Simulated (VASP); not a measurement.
Input of a VASP 6.6.1 run:

INCAR

```
SYSTEM = CdS
PREC = Accurate
ENCUT = 520
EDIFF = 1E-6
ISMEAR = -1
SIGMA = 0.1
LREAL = .FALSE.
LASPH = .TRUE.
NELM = 80
ALGO = Normal
ISIF = 2
LWAVE = .FALSE.
LCHARG = .TRUE.
GGA = PE
LELF = .TRUE.
LVHAR = .TRUE.
NBANDS = 26
```

Contents of KPOINTS:

```
Automatic mesh
0
G
  10 10 6
  0 0 0
```

File POSCAR:

```
CdS
1.0
    3.6634267373      0.0000000000      0.0000000000
   -1.8317133686      3.1726206194      0.0000000000
    0.0000000000      0.0000000000      6.2455304830
Cd S
2 2
Direct
    0.0000000000      0.0000000000      0.0000000000
    0.0000000000      0.0000000000      0.5000000000
    0.3333333333      0.6666666667      0.2500000000
    0.6666666667      0.3333333333      0.7500000000
```

Potentials or basis: VASP PAW PBE potentials, release 64 (Cd, S).

Launch:

```sh
$ cat potpaw_PBE.64/Cd/POTCAR potpaw_PBE.64/S/POTCAR > POTCAR
$ mpirun -np 1 vasp_std > vasp.out
```

**Question.** Estimate the pressure.

**Answer.** 15.8 GPa.

**Question.** What does it give for the band gap on the k mesh?

**Answer.** 1.00 eV, indirect (least direct gap 1.20 eV).

A k mesh can miss the band edges. A hybrid or GW would open this gap; PBE tends to underestimate it.
